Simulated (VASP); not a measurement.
A run of VASP 6.6.1:

File INCAR:

```
SYSTEM = TeAs2
PREC = Accurate ; ENCUT = 520
EDIFF = 1E-6 ; ISMEAR = 1
SIGMA = 0.5 ; LREAL = .FALSE.
LASPH = .TRUE. ; NELM = 60
ALGO = Normal ; ISIF = 2
LWAVE = .FALSE. ; LCHARG = .TRUE.
GGA = PS ; LELF = .TRUE.
LVHAR = .TRUE. ; NBANDS = 25
```

The input KPOINTS:

```
Automatic mesh
0
G
  8 8 8
  0 0 0
```

File POSCAR:

```
TeAs2
1.0
   -3.5564540000      3.5564540000      2.9405160000
    3.5564540000     -3.5564540000      2.9405160000
    3.5564540000      3.5564540000     -2.9405160000
Te As
2 4
Direct
    0.7500000000      0.2500000000      0.5000000000
    0.0000000000      0.0000000000      0.0000000000
    0.3750000000      0.6250000000      0.2500000000
    0.3750000000      0.1250000000      0.7500000000
    0.3750000000      0.6250000000      0.7500000000
    0.8750000000      0.6250000000      0.2500000000
```

Potentials or basis: VASP PAW PBE potentials, release 64 (Te, As).

Launch:

```bash
$ cat potpaw_PBE.64/Te/POTCAR potpaw_PBE.64/As/POTCAR > POTCAR
$ mpirun -np 1 vasp_std > vasp.out
```

Hardware: 1 thread of Intel(R) Xeon(R) 6975P-C (Granite Rapids), with other jobs on the host.

**Question.** How long does it take, and how much memory?

**Answer.** It took 120 s on 1 thread of Intel(R) Xeon(R) 6975P-C (Granite Rapids), with other jobs on the host, peak memory 0.42 GiB. Counts: scf iterations 11, k points 59.
